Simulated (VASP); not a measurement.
# Cu (I4/mmm) in VASP: a series of runs, part 2 of 2

VASP 6.6.1. The steps go on from the part before.

### 5 Relaxation of cell and atoms, PBE, target pressure 60 GPa, at which the enthalpy is minimised

This run uses another cell than the first one, of 9.55 Å³/atom.

The input, INCAR:

```
SYSTEM = Cu
ALGO     = Fast           ! electronic algorithm
EDIFF    = 1E-6           ! SCF threshold, eV
EDIFFG   = -0.008         ! ionic threshold
ENCUT    = 600            ! plane-wave cutoff, eV
GGA      = PE             ! functional
IBRION   = 2              ! ionic algorithm
ISIF     = 3              ! what is computed and relaxed
ISMEAR   = 0              ! smearing method
LASPH    = .True.         ! aspherical terms in the spheres
LCHARG   = .False.        ! write CHGCAR
LREAL    = .False.        ! projectors in reciprocal space
LWAVE    = .False.        ! write WAVECAR
NELM     = 60             ! most SCF steps
NSW      = 70             ! ionic steps
PREC     = Accurate       ! precision mode
PSTRESS  = 600.0        
SIGMA    = 0.1            ! smearing width, eV
```

The input, KPOINTS:

```
k-points
0
Gamma
  22 22 22
  0 0 0
```

The input, POSCAR:

```
Cu
1.0
   -1.3550031787      1.3550031787      1.3000704616
    1.3550031787     -1.3550031787      1.3000704616
    1.3550031787      1.3550031787     -1.3000704616
Cu
1
Direct
    0.0000000000      0.0000000000      0.0000000000
```

The run is started by

```sh
> cat potpaw_PBE.64/Cu/POTCAR > POTCAR
> mpirun -np 1 vasp_std > vasp.out
```

It took 2.4 min on 1 thread of Intel Xeon 6975P-C (Granite Rapids), shared host; peak memory 0.23 GiB.

The run converged. Its results:

- Free energy: -3.3087 eV
- Relaxed volume: 9.47 Å³/atom
- Relaxed cell: a = 2.309 Å, b = 2.309 Å, c = 2.309 Å, α = 108.49°, β = 108.49°, γ = 111.45°
- Space group after relaxing (to 0.1 Å): I4/mmm (No. 139)
- Energy change on relaxing (the run minimises the enthalpy): +29.1 meV/atom
- Ionic steps: 14
- Pressure after relaxing: 59.9 GPa
- Band gap on the k mesh: zero (an odd number of electrons rules out a gap without spin polarisation)

Stress tensor (GPa, compression positive):
```
59.87  0.00  0.00
 0.00 59.87  0.00
 0.00  0.00 60.09
```

The path:
```csv
step,energy change (eV),largest force (eV/Å),pressure (GPa),volume (Å³)
1,0.0000,0.0000,57.01,9.55
2,0.0947,0.0000,67.58,9.30
3,0.0264,0.0000,59.80,9.48
4,0.0283,0.0000,60.13,9.47
5,0.0276,0.0000,59.82,9.47
6,0.0279,0.0000,60.17,9.47
7,0.0287,0.0000,59.15,9.47
8,0.0293,0.0000,60.17,9.47
9,0.0293,0.0000,60.31,9.47
10,0.0293,0.0000,60.21,9.47
11,0.0292,0.0000,59.88,9.47
12,0.0292,0.0000,60.34,9.47
13,0.0292,0.0000,60.24,9.47
14,0.0291,0.0000,59.95,9.47
```

Final structure:
```
Cu
1.0
    -1.34917    1.34917    1.30041
     1.34917   -1.34917    1.30041
     1.34917    1.34917   -1.30041
Cu
1
Direct
  0.00000 0.00000 0.00000
```

Levels at points of the mesh, in eV from the Fermi level:
| k point | band 3 | band 4 | band 5 | band 6 | band 7 | band 8 | band 9 |
| --- | --- | --- | --- | --- | --- | --- | --- |
| (0.00, 0.00, 0.00) | -3.92 | -3.92 | -2.71 | -2.49 | 26.75 | 26.75 | 27.77 |
| (0.50, 0.00, 0.00) | -2.61 | -2.35 | -1.55 | -1.14 | 5.78 | 18.94 | 20.07 |
| (0.50, 0.50, 0.00) | -2.78 | -2.48 | -1.58 | -1.49 | 5.33 | 19.92 | 21.36 |
| (0.50, 0.50, 0.50) | -1.81 | -1.81 | -1.76 | 8.67 | 8.67 | 10.30 | 14.92 |

Caveat: the cell is relaxed towards a set pressure, so the run minimises the enthalpy, not the energy.

### 6 Relaxation of cell and atoms, PBE, target pressure 30 GPa, at which the enthalpy is minimised

This run uses another cell than the first one, of 10.29 Å³/atom.

The input, INCAR:

```
SYSTEM = Cu
PREC = Accurate
ENCUT = 600
EDIFF = 1E-7
ISMEAR = 0
SIGMA = 0.1
LREAL = .FALSE.
LASPH = .TRUE.
NELM = 100
ALGO = Normal
ISIF = 3
LWAVE = .FALSE.
LCHARG = .FALSE.
GGA = PE
IBRION = 2
NSW = 70
EDIFFG = -0.008
PSTRESS = 300.0
```

The input, KPOINTS:

```
Automatic mesh
0
G
  22 22 22
  0 0 0
```

The input, POSCAR:

```
Cu
1.0
   -1.3952762272      1.3952762272      1.3217219746
    1.3952762272     -1.3952762272      1.3217219746
    1.3952762272      1.3952762272     -1.3217219746
Cu
1
Direct
    0.0000000000      0.0000000000      0.0000000000
```

Potentials or basis: VASP PAW PBE potentials, release 64 (Cu).

The run is started by

```sh
> cat potpaw_PBE.64/Cu/POTCAR > POTCAR
> mpirun -np 1 vasp_std > vasp.out
```

OUTCAR:

```text
SYSTEM = Cu
   PREC = Accurate
   ENCUT = 600
   EDIFF = 1E-7
   ISMEAR = 0
   LREAL = .FALSE.
   LASPH = .TRUE.
   NELM = 100
   ISIF = 3
   GGA = PE
   IBRION = 2
   NSW = 70
   EDIFFG = -0.008
   PSTRESS = 300.0

 ion  position               nearest neighbor table
   1  0.000  0.000  0.000-

  LATTYP: Found a body centered tetragonal cell.
 ALAT       =     2.7905524544
 C/A-ratio  =     0.9472833757

  Lattice vectors:

 A1 = (  -1.3952762272,   1.3952762272,   1.3217219746)
 A2 = (   1.3952762272,  -1.3952762272,   1.3217219746)
 A3 = (   1.3952762272,   1.3952762272,  -1.3217219746)

Analysis of symmetry for initial positions (statically):
=====================================================================
 Subroutine PRICEL returns:
 Original cell was already a primitive cell.

 Routine SETGRP: Setting up the symmetry group for a
 body centered tetragonal supercell.

 Subroutine GETGRP returns: Found 16 space group operations
 (whereof 16 operations were pure point group operations)
 out of a pool of 16 trial point group operations.

The static configuration has the point symmetry D_4h.

Analysis of symmetry for dynamics (positions and initial velocities):
=====================================================================
 Subroutine PRICEL returns:
 Original cell was already a primitive cell.

 Routine SETGRP: Setting up the symmetry group for a
 body centered tetragonal supercell.

 Subroutine GETGRP returns: Found 16 space group operations
 (whereof 16 operations were pure point group operations)
 out of a pool of 16 trial point group operations.

The dynamic configuration has the point symmetry D_4h.

 Subroutine INISYM returns: Found 16 space group operations
 (whereof 16 operations are pure point group operations),
 and found     1 'primitive' translations

----------------------------------------------------------------------------------------

                                     Primitive cell

  volume of cell :      10.2925

[... 115 lines left out ...]
   LEPSILON=     F    determine dielectric tensor
   LRPA    =     F    only Hartree local field effects (RPA)
 conjugate gradient relaxation of ions
 non-spin polarized calculation
 Gauss-broadening in eV      SIGMA  =   0.10
  energy-cutoff  :      600.00
  volume of cell :       10.29
 maximum number of plane-waves:       362
   NGX =  9   NGY =  9   NGZ =  9

--------------------------------------- Ionic step        1  -------------------------------------------

 number of electron      10.9999998 magnetization

 Free energy of the ion-electron system (eV)
  ---------------------------------------------------
  ext. energy  EPLUGINS =         0.00000000
  ---------------------------------------------------
  free energy    TOTEN  =        -3.54087353 eV

  energy without entropy =       -3.53904656  energy(sigma->0) =       -3.53996004

------------------------ aborting loop because EDIFF is reached ----------------------------------------

  FORCE on cell =-STRESS in cart. coord.  units (eV):
  Direction    XX          YY          ZZ          XY          YZ          ZX
  --------------------------------------------------------------------------------------
  -------------------------------------------------------------------------------------
  Total        2.0469767      2.0469767      2.0906516      0.0000000     -0.0000000      0.0000000
  in kB      318.6419721    318.6419721    325.4406212      0.0000000     -0.0000000      0.0000000
  external PRESSURE =      20.9081885 kB  Pullay stress =     300.0000000 kB
[... 209 lines left out ...]
--------------------------------------- Ionic step        7  -------------------------------------------

 number of electron      11.0000004 magnetization

 Free energy of the ion-electron system (eV)
  ---------------------------------------------------
  ext. energy  EPLUGINS =         0.00000000
  ---------------------------------------------------
  free energy    TOTEN  =        -3.55528500 eV

  energy without entropy =       -3.55330870  energy(sigma->0) =       -3.55429685

 E-fermi :   9.3543     XC(G=0): -13.5038

 val. band max:        9.3529590430   @ k =   0.4545   0.4545  -0.0000
 cond. band min:       9.3675152852   @ k =   0.5000   0.2727   0.0909
 fundamental gap:      0.0145562422
 Fermi energy:         9.3542688197

 k-point     1 :       0.0000    0.0000    0.0000
  band No.  band energies     occupation
      1      -1.0669      2.00000
      2       5.6509      2.00000
      3       5.8283      2.00000
      4       5.8283      2.00000
      5       6.8849      2.00000
      6       7.0746      2.00000
      7      35.2860      0.00000
      8      35.2860      0.00000
      9      36.2789      0.00000
[... 265 lines left out ...]
 k-point    24 :      -0.4545    0.0455    0.0000
  band No.  band energies     occupation
      1       3.4590      2.00000
      2       4.8717      2.00000
      3       6.9446      2.00000
      4       6.9703      2.00000
      5       7.4377      2.00000
      6       8.2448      2.00000
      7      15.9088      0.00000
      8      27.1028      0.00000
      9      28.2685      0.00000

 [... further k-points ...]
[... 5 lines left out ...]
  --------------------------------------------------------------------------------------
  -------------------------------------------------------------------------------------
  Total        1.9458060      1.9458060      1.9382639      0.0000000      0.0000000      0.0000000
  in kB      300.7457254    300.7457254    299.5800175      0.0000000      0.0000000      0.0000000
  external PRESSURE =       0.3571561 kB  Pullay stress =     300.0000000 kB
[... 20 lines left out ...]
  energy  without entropy=       -3.5533087039  energy(sigma->0) =       -3.55429685

  enthalpy is  TOTEN    =        -1.6143038354 eV   P V=        1.9409811637

 reached required accuracy - stopping structural energy minimisation
```

It took 2.1 min on 1 thread of Intel Xeon 6975P-C (Granite Rapids), shared host; peak memory 0.24 GiB.

What came out:

```yaml
Free_energy: -3.5553 eV
Relaxed_volume: 10.37 Å³/atom
Relaxed_cell: a = 2.380 Å, b = 2.380 Å, c = 2.380 Å, α = 108.48°, β = 108.48°, γ = 111.48°
Space_group_after_relaxing_to_0.1_Å: I4/mmm (No. 139)
Energy_change_on_relaxing_the_run_minimises_the_enthalpy: -14.4 meV/atom
Ionic_steps: 7
Pressure_after_relaxing: 30.0 GPa
Band_gap_on_the_k_mesh: zero (an odd number of electrons rules out a gap without spin polarisation)
```

The path:
```tsv
step	energy change (eV)	largest force (eV/Å)	pressure (GPa)	volume (Å³)
1	0.0000	0.0000	32.09	10.29
2	-0.0370	0.0000	26.83	10.49
3	-0.0152	0.0000	29.98	10.37
4	-0.0155	0.0000	29.95	10.37
5	-0.0154	0.0000	29.96	10.37
6	-0.0151	0.0000	29.97	10.37
7	-0.0144	0.0000	30.04	10.37
```

Final structure:
```xyz
1
Lattice="-1.3908 1.3908 1.3397 1.3908 -1.3908 1.3397 1.3908 1.3908 -1.3397" Properties=species:S:1:pos:R:3 pbc="T T T"
Cu    0.0000    0.0000    0.0000
```

Caveat: the cell is relaxed towards a set pressure, so the run minimises the enthalpy, not the energy.

### 7 Single point, PBE (10.93 Å³/atom)

This run uses another cell than the first one, of 10.93 Å³/atom.

The input, INCAR:

```
PREC = Accurate ; ENCUT = 820
EDIFF = 1E-6 ; ISMEAR = 0
SIGMA = 0.1 ; LREAL = F
LASPH = T ; NELM = 120
ALGO = Normal ; ISIF = 2
LWAVE = F ; LCHARG = T
GGA = PE ; LELF = T
LVHAR = T ; NBANDS = 16
GGA_COMPAT = F
```

The input, KPOINTS:

```
regular mesh
0
Gamma
  20 20 20
```

The input, POSCAR:

```
Cu
1.0
   -1.4242640439      1.4242640439      1.3473987869
    1.4242640439     -1.4242640439      1.3473987869
    1.4242640439      1.4242640439     -1.3473987869
Cu
1
Direct
    0.0000000000      0.0000000000      0.0000000000
```

Potentials or basis: VASP PAW PBE potentials, release 64 (Cu_sv_GW).

The run is started by

```sh
> cat potpaw_PBE.64/Cu_sv_GW/POTCAR > POTCAR
> mpirun -np 1 vasp_std > vasp.out
```

Wall time 56 s (1 thread of Intel Xeon 6975P-C (Granite Rapids), shared host); peak memory 0.37 GiB.

The run converged. Its results:

```
Free energy            : -3.7096 eV
Pressure               : 15.4 GPa
Band gap on the k mesh : zero (an odd number of electrons rules out a gap without spin polarisation)
```

Stress tensor (GPa, compression positive):
```
15.33  0.00  0.00
 0.00 15.33  0.00
 0.00  0.00 15.43
```

Levels at points of the mesh, in eV from the Fermi level:
```tsv
k point	band 6	band 7	band 8	band 9	band 10	band 11	band 12	band 13	band 14	band 15
(0.00, 0.00, 0.00)	-3.52	-3.27	-3.27	-2.36	-2.10	25.22	25.22	26.74	29.49	29.84
(0.50, 0.00, 0.00)	-4.27	-2.25	-1.98	-1.38	-0.71	4.98	17.62	17.93	21.83	25.13
(0.50, 0.50, 0.00)	-3.96	-2.44	-2.16	-1.41	-1.16	4.34	19.11	19.67	23.23	26.42
(0.50, 0.50, 0.50)	-5.09	-1.59	-1.59	-1.53	7.75	7.75	9.99	13.61	14.38	17.66
```

Caveat: the cell stands under pressure.

### 8 The runs side by side

```csv
task,potentials or basis,cell,k mesh,cutoff (eV),gap on the mesh (eV),pressure (GPa)
relaxation of cell and atoms,"VASP PAW PBE potentials, release 64 (Cu)","relaxed to 8 GPa from a = 2.458 Å, angles 107.7, 107.7, 113.0°, 1 atom",20 × 20 × 20,600,none,8.0
relaxation of cell and atoms,"VASP PAW PBE potentials, release 64 (Cu)","relaxed to 3 GPa from a = 2.478 Å, angles 107.7, 107.7, 113.1°, 1 atom",20 × 20 × 20,600,none,3.0
relaxation of cell and atoms,"VASP PAW PBE potentials, release 64 (Cu)","relaxed to -3 GPa from a = 2.525 Å, angles 107.7, 107.7, 113.1°, 1 atom",20 × 20 × 20,600,none,-3.0
relaxation of cell and atoms,"VASP PAW PBE potentials, release 64 (Cu)","relaxed to 60 GPa from a = 2.316 Å, angles 108.4, 108.4, 111.7°, 1 atom",22 × 22 × 22,600,none,59.9
relaxation of cell and atoms,"VASP PAW PBE potentials, release 64 (Cu)","relaxed to 30 GPa from a = 2.375 Å, angles 108.0, 108.0, 112.4°, 1 atom",22 × 22 × 22,600,none,30.0
single point,"VASP PAW PBE potentials, release 64 (Cu_sv_GW)","a = 2.423 Å, angles 108.0, 108.0, 112.4°, 1 atom",20 × 20 × 20,820,none,15.4
```

Alike in all rows: level PBE; no spin polarisation; smearing gaussian 0.1 eV.

Caveats: the cell is relaxed towards a set pressure, so the run minimises the enthalpy, not the energy (at least some runs); the cell stands under pressure (at least some runs).

Total energies depend on the potentials used, so only differences within one code and one set of settings carry meaning.

The gap in the log of VASP goes by the Fermi energy; the results here count the filled bands.